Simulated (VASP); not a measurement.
# Ag2HgPb4 (P1) in VASP: density of states with PBE

Aim: the density of states of Ag2HgPb4 with PBE.

All numbers are computed with VASP 6.6.1; they aren't measurements. Logs are shortened: lines on timing, memory, paths and dates and some standing lists are left out, and cuts for length are marked.

## (1) The cell of the first run

The typed cell holds 7 atoms: a = 5.914 Å, b = 5.834 Å, c = 5.917 Å, α = 88.51°, β = 91.02°, γ = 90.32°.

## (2) Density of states, PBE

Input file POSCAR:

```
Ag2HgPb4
1.0
    5.9142245900     -0.0161881000     -0.0527772200
   -0.0161881000      5.8335403500      0.0764843300
   -0.0527772200      0.0764843300      5.9163786000
Hg Ag Pb
1 2 4
Direct
    0.9810060000      0.9781010000      0.9792380000
    0.9472540000      0.4890650000      0.5247050000
    0.4846300000      0.9837330000      0.5114570000
    0.2489090000      0.2933810000      0.2343530000
    0.2484350000      0.7432280000      0.7605210000
    0.7517130000      0.7590110000      0.2176930000
    0.7308870000      0.2580960000      0.7543220000
```

Input file INCAR.step1:

```
SYSTEM = Ag2HgPb4
ALGO = Normal
EDIFF = 1E-7
ENCUT = 520
GGA = PE
ISIF = 2
ISMEAR = 1
LASPH = .TRUE.
LCHARG = .TRUE.
LMAXMIX = 4
LREAL = .FALSE.
LWAVE = .FALSE.
NBANDS = 54
NELM = 100
PREC = Accurate
SIGMA = 0.0106
```

Input file KPOINTS.step1:

```
k-points
0
G
  3 3 3
  0 0 0
```

Input file INCAR.step2:

```
SYSTEM = Ag2HgPb4
ALGO = Normal
EDIFF = 1E-7
ENCUT = 520
GGA = PE
ICHARG = 11
ISIF = 2
ISMEAR = -5
LASPH = .TRUE.
LCHARG = .FALSE.
LMAXMIX = 4
LORBIT = 10
LREAL = .FALSE.
LWAVE = .FALSE.
NEDOS = 1001
NELM = 100
PREC = Accurate
SIGMA = 0.0106
```

Input file KPOINTS.step2:

```
k-points
0
G
  5 5 5
  0 0 0
```

Potentials or basis: VASP PAW PBE potentials, release 64 (Hg, Ag, Pb_d).

Launch:

```bash
> cat potpaw_PBE.64/Hg/POTCAR potpaw_PBE.64/Ag/POTCAR potpaw_PBE.64/Pb_d/POTCAR > POTCAR
> cp INCAR.step1 INCAR
> cp KPOINTS.step1 KPOINTS
> mpirun -np 1 vasp_std > vasp.out
> cp INCAR.step2 INCAR
> cp KPOINTS.step2 KPOINTS
> mpirun -np 1 vasp_std > vasp.out
```

OUTCAR:

```text
SYSTEM = Ag2HgPb4
   EDIFF = 1E-7
   ENCUT = 520
   GGA = PE
   ICHARG = 11
   ISIF = 2
   ISMEAR = -5
   LASPH = .TRUE.
   LORBIT = 10
   LREAL = .FALSE.
   NELM = 100
   PREC = Accurate

 ion  position               nearest neighbor table
   1  0.981  0.978  0.979-   6 2.33   5 2.50   7 2.54   4 2.86
   2  0.947  0.489  0.525-   7 2.29   6 2.63   5 2.70   4 2.77
   3  0.485  0.984  0.511-   5 2.46   7 2.60   6 2.73   4 2.77
   4  0.249  0.293  0.234-   2 2.77   3 2.77   1 2.86   5 3.79   6 4.01   6 4.02   7 4.07   5 4.12

   5  0.248  0.743  0.761-   3 2.46   1 2.50   2 2.70   4 3.79   6 3.99   7 4.03   6 4.03   4 4.12
                             7 4.13
   6  0.752  0.759  0.218-   1 2.33   2 2.63   3 2.73   7 3.95   5 3.99   4 4.01   4 4.02   5 4.03
                             7 4.06
   7  0.731  0.258  0.754-   2 2.29   1 2.54   3 2.60   6 3.95   5 4.03   6 4.06   4 4.07   5 4.13

  LATTYP: Found a triclinic cell.
 ALAT       =     5.8340641857
 B/A-ratio  =     1.4199811552
 C/A-ratio  =     1.0142343562
 COS(alpha) =     0.0055879410
 COS(beta)  =     0.0260578928
 COS(gamma) =     0.7002163458

  Lattice vectors:

 A1 = (   0.0161881000,  -5.8335403500,  -0.0764843300)
 A2 = (  -5.8980364900,  -5.8173522500,  -0.0237071100)
 A3 = (   0.0527772200,  -0.0764843300,  -5.9163786000)

Analysis of symmetry for initial positions (statically):
=====================================================================
 Subroutine PRICEL returns:
 Original cell was already a primitive cell.

 Routine SETGRP: Setting up the symmetry group for a
 triclinic supercell.

 Subroutine GETGRP returns: Found  1 space group operations
 (whereof  1 operations were pure point group operations)
 out of a pool of  2 trial point group operations.

The static configuration has the point symmetry C_1 .

Analysis of symmetry for dynamics (positions and initial velocities):
=====================================================================
 Subroutine PRICEL returns:
 Original cell was already a primitive cell.

 Routine SETGRP: Setting up the symmetry group for a
 triclinic supercell.

 Subroutine GETGRP returns: Found  1 space group operations
 (whereof  1 operations were pure point group operations)
 out of a pool of  2 trial point group operations.

The dynamic configuration has the point symmetry C_1 .
[... 117 lines left out ...]
   ISIF   =      2    stress and relaxation
   ISYM   =      2    0-nonsym 1-usesym 2-fastsym
   POTIM  = 0.5000    time-step for ionic-motion
   TEBEG  =    0.0;   TEEND  =   0.0 temperature during run
   PSTRESS=    0.0 pullay stress
   NELECT =      90.0000    total number of electrons
   NUPDOWN=      -1.0000    fix difference up-down
   EMIN   =  10.00;   EMAX   =-10.00  energy-range for DOS
   EFERMI =   0.00;   METHOD = LEGACY
   ISMEAR =    -5;   SIGMA  =   0.01  broadening in eV -4-tet -1-fermi 0-gaus
   EFERMI_NEDOS =   21; number of points for ismear=-14 and -15
   IALGO  =     38    algorithm
   IMIX   =      4    mixing-type and parameters
     AMIX     =   0.40;   BMIX     =  1.00
     AMIX_MAG =   1.60;   BMIX_MAG =  1.00
  volume/ion in A,a.u.               =      29.15       196.73
  Fermi-wavevector in a.u.,A,eV,Ry     =   1.246132  2.354848 21.127742  1.552845
  Thomas-Fermi vector in A             =   2.380323
   LORBIT       =     10    0 simple, 1 ext, 2 COOP (PROOUT), +10 PAW based schemes
   GGA     = PE    functional components
   LHFCALC =     F    Hartree Fock is set to
   AEXX    =    0.0000 exact exchange contribution
   IVDW    =     0    specifies the selected vdW correction
   LEPSILON=     F    determine dielectric tensor
   LRPA    =     F    only Hartree local field effects (RPA)
 non-spin polarized calculation
 Fermi weights with tetrahedron method with Bloechl corrections
  energy-cutoff  :      520.00
  volume of cell :      204.07
 maximum number of plane-waves:      5520
 NGX is ok and might be reduce to    48

 number of electron      89.9999996 magnetization

 Free energy of the ion-electron system (eV)
  ---------------------------------------------------
  ext. energy  EPLUGINS =         0.00000000
  ---------------------------------------------------
  free energy    TOTEN  =       -12.16206440 eV

  energy without entropy =      -12.16206440  energy(sigma->0) =      -12.16206440

 E-fermi :   5.6024     XC(G=0):  -9.7569

 val. band max:        5.6871643191   @ k =  -0.4000  -0.4000   0.2000
 cond. band min:       5.5687608994   @ k =   0.2000   0.0000   0.4000
 fundamental gap:     -0.1184034197
 Fermi energy:         5.6024400401

 k-point     1 :       0.0000    0.0000    0.0000
  band No.  band energies     occupation
      1     -12.1000      2.00000
      2     -11.9809      2.00000
      3     -11.8721      2.00000
      4     -11.7955      2.00000
      5     -11.7813      2.00000
      6     -11.7345      2.00000
[... 1357 lines left out ...]
     53      11.0973      0.00000
     54      11.3721      0.00000

 [... further k-points ...]
[... 5 lines left out ...]
  --------------------------------------------------------------------------------------
  -------------------------------------------------------------------------------------
  Total       24.5161105     23.5346889     25.3364312      6.9296696    -11.5175397    -13.0337214
  in kB      192.4807904    184.7754571    198.9212894     54.4061945    -90.4264625   -102.3303021
  external PRESSURE =     192.0591789 kB  Pullay stress =       0.0000000 kB

 VOLUME and BASIS-vectors are now :
 -----------------------------------------------------------------------------
  energy-cutoff  :      520.00
  volume of cell :      204.07
      direct lattice vectors                 reciprocal lattice vectors
     5.914224590 -0.016188100 -0.052777220     0.169098513  0.000449548  0.001502636
    -0.016188100  5.833540350  0.076484330     0.000449548  0.171452743 -0.002212455
    -0.052777220  0.076484330  5.916378600     0.001502636 -0.002212455  0.169064320

 POSITION                                       TOTAL-FORCE (eV/Angst)
 -----------------------------------------------------------------------------------
      5.73437      5.76481      5.81658         3.452775      3.687456     -1.344777
      5.56666      2.87778      3.09177         3.097973      2.643858     -2.901808
      2.82329      5.76992      3.07564         0.777907      0.675458     -1.836664
      1.45499      1.72534      1.39582         0.636831      0.776591     -0.442478
      1.41713      4.38980      4.54326         1.477838     -3.428007      0.329572
      4.42202      4.43220      1.30633        -4.800996     -3.818606      3.227206
      4.27864      1.55148      4.44402        -4.642328     -0.536750      2.968950
 -----------------------------------------------------------------------------------
    total drift:                               -0.022743     -0.043833      0.010743

  FREE ENERGIE OF THE ION-ELECTRON SYSTEM (eV)
  ---------------------------------------------------
  free  energy   TOTEN  =       -12.1620643983 eV

  energy  without entropy=      -12.1620643983  energy(sigma->0) =      -12.16206440

 total charge

# of ion       s       p       d       tot
------------------------------------------
    1        0.977   0.654   9.334  10.965
    2        0.598   0.375   9.196  10.169
    3        0.567   0.322   9.175  10.063
    4        1.377   0.771   9.816  11.964
    5        1.350   0.947   9.842  12.139
    6        1.356   0.965   9.852  12.173
    7        1.358   1.008   9.859  12.225
--------------------------------------------------
tot          7.583   5.041  67.073  79.697
```

It took 13 min on 1 thread of AMD EPYC 7R43 (Zen 3), shared host; peak memory 0.67 GiB.

Results:

- Valence electrons inside the program's atomic spheres: Hg 10.96; Ag 10.17, 10.06; Pb 11.96, 12.14, 12.17, 12.22

Caveat: spin-orbit coupling is left out, which moves the levels of the heavy elements; tetrahedron occupations give inexact forces and stress in metals.
